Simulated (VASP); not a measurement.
Write the native input for VASP 6.6.1 that does the following.

```
Task                   : single point
Functional             : PBE
Potentials or basis    : VASP PAW PBE potentials, release 64 (Ga_d, P, H)
Cutoff                 : 520 eV
k mesh                 : 1 × 1 × 4
Occupations            : gaussian, width 0.05 eV
Spin                   : no spin polarisation
Dipole correction      : no
Further INCAR settings : LREAL = Auto; ALGO = Normal; EDIFF = 1e-06; NBANDS = 84
```

The structure of GaPH3 lies in POSCAR:

```
GaPH3
1.0
   16.3000000000      0.0000000000      0.0000000000
    0.0000000000     15.8000000000      0.0000000000
    0.0000000000      0.0000000000      9.5350672263
Ga P H
6 6 18
Direct
    0.5732778606      0.5000000000      0.0000000000
    0.4353982963      0.5000000000      0.3333333333
    0.3664585141      0.3768140856      0.0000000000
    0.6422176427      0.3768140856      0.3333333333
    0.5043380784      0.6231859144      0.6666666667
    0.5043380784      0.3768140856      0.6666666667
    0.5043380784      0.3768140856      0.4166666667
    0.6422176427      0.3768140856      0.0833333333
    0.5043380784      0.6231859144      0.4166666667
    0.3664585141      0.3768140856      0.7500000000
    0.4353982963      0.5000000000      0.0833333333
    0.5732778606      0.5000000000      0.7500000000
    0.6186830813      0.5811328881      0.0548851226
    0.4632709361      0.3034327473      0.3670253456
    0.3445878548      0.5000000000      0.3882184559
    0.6011505004      0.3034327473      0.0336920123
    0.7243519273      0.3768140856      0.0336920123
    0.4632709361      0.6965672527      0.3670253456
    0.5864723630      0.6231859144      0.3670253456
    0.3253913718      0.4501954239      0.7003586790
    0.3253913718      0.3034327473      0.7003586790
    0.2756480727      0.3768140856      0.0548851226
    0.4118637348      0.2956811975      0.0548851226
    0.6876228634      0.4579469737      0.3882184559
    0.6876228634      0.2956811975      0.3882184559
    0.4135276370      0.6231859144      0.7215517892
    0.5497432991      0.7043188025      0.7215517892
    0.3943311540      0.5733813383      0.0336920123
    0.5497432991      0.2956811975      0.7215517892
    0.6554121452      0.5000000000      0.7003586790
```

The input as run:

INCAR

```
SYSTEM = GaPH3
PREC = Accurate
ENCUT = 520
EDIFF = 1E-6
ISMEAR = 0
SIGMA = 0.05
LREAL = Auto
LASPH = .TRUE.
NELM = 80
ALGO = Normal
ISIF = 2
LWAVE = .FALSE.
LCHARG = .FALSE.
GGA = PE
NBANDS = 84
```

KPOINTS

```
Automatic mesh
0
G
  1 1 4
  0 0 0
```

Potentials or basis: VASP PAW PBE potentials, release 64 (Ga_d, P, H).

Run with:

```sh
$ cat potpaw_PBE.64/Ga_d/POTCAR potpaw_PBE.64/P/POTCAR potpaw_PBE.64/H/POTCAR > POTCAR
$ mpirun -np 1 vasp_std > vasp.out
```

Results of the run:

```
Largest force          : 0.935 eV/Å
Band gap on the k mesh : 4.00 eV (least direct gap 4.19 eV)
```

It took 57 min on 1 thread of Intel Xeon 8259CL (shared host), peak memory 1.9 GiB.
